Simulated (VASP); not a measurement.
**Ag: single point with PBEsol**

Ag:

```
Ag
1.0
    -1.61256    1.61256    1.61256
     1.61256   -1.61256    1.61256
     3.22511    3.22511    0.00000
Ag
2
Direct
  0.06578 0.93422 0.00000
  0.43422 0.56578 0.50000
```

This cell differs from its parent crystal: atoms displaced along a vibrational mode.

| Item | Value |
| --- | --- |
| Program | VASP 6.6.1 |
| Task | single point |
| Functional | PBEsol |
| Potentials or basis | VASP PAW PBE potentials, release 64 (Ag) |
| Cutoff | 520 eV |
| k mesh | 22 × 22 × 14 |
| Occupations | gaussian, width 0.15 eV |
| Spin | no spin polarisation |
| Dipole correction | no |
| Further INCAR settings | ALGO = Fast; EDIFF = 1e-07; NBANDS = 18 |

The pressure is 0.5 GPa and the largest force is 0.156 eV/Å. The band gap on the k mesh is zero (bands 11 and 12 overlap by 7.24 eV).

Forces on the atoms (eV/Å):
```
Ag   0.110 -0.110  0.000
Ag  -0.110  0.110  0.000
```

Stress tensor (GPa, compression positive):
```
 1.85 -0.98  0.00
-0.98  1.85  0.00
 0.00  0.00 -2.18
```

Levels at points of the mesh, in eV from the Fermi level:
| k point | band 8 | band 9 | band 10 | band 11 | band 12 | band 13 | band 14 | band 15 |
| --- | --- | --- | --- | --- | --- | --- | --- | --- |
| (0.00, 0.00, 0.00) | -3.81 | -3.71 | -3.07 | -2.97 | -0.16 | 4.24 | 14.06 | 15.39 |
| (0.50, 0.00, 0.00) | -3.36 | -3.19 | -2.85 | -0.23 | 0.79 | 6.96 | 7.20 | 9.00 |
| (0.50, 0.50, 0.00) | -2.90 | -2.68 | -2.63 | 0.68 | 3.30 | 6.89 | 8.13 | 8.15 |
| (0.00, 0.00, 0.50) | -4.14 | -3.62 | -3.62 | -3.15 | -3.15 | 12.17 | 12.17 | 15.25 |
| (0.50, 0.00, 0.50) | -3.41 | -2.80 | -2.80 | 0.09 | 0.09 | 4.04 | 4.04 | 14.12 |
| (0.50, 0.50, 0.50) | -3.32 | -2.64 | -2.64 | 2.19 | 2.19 | 6.07 | 6.07 | 10.22 |

Wall time 4.9 min on 1 thread of AMD EPYC 9R45 96-Core Processor (Zen 5), on a shared host, peak memory 0.55 GiB.

Caveat: the cell differs from its parent crystal (atoms displaced along a vibrational mode); the PAW data sets were made with another functional, which shifts forces and pressure a little.
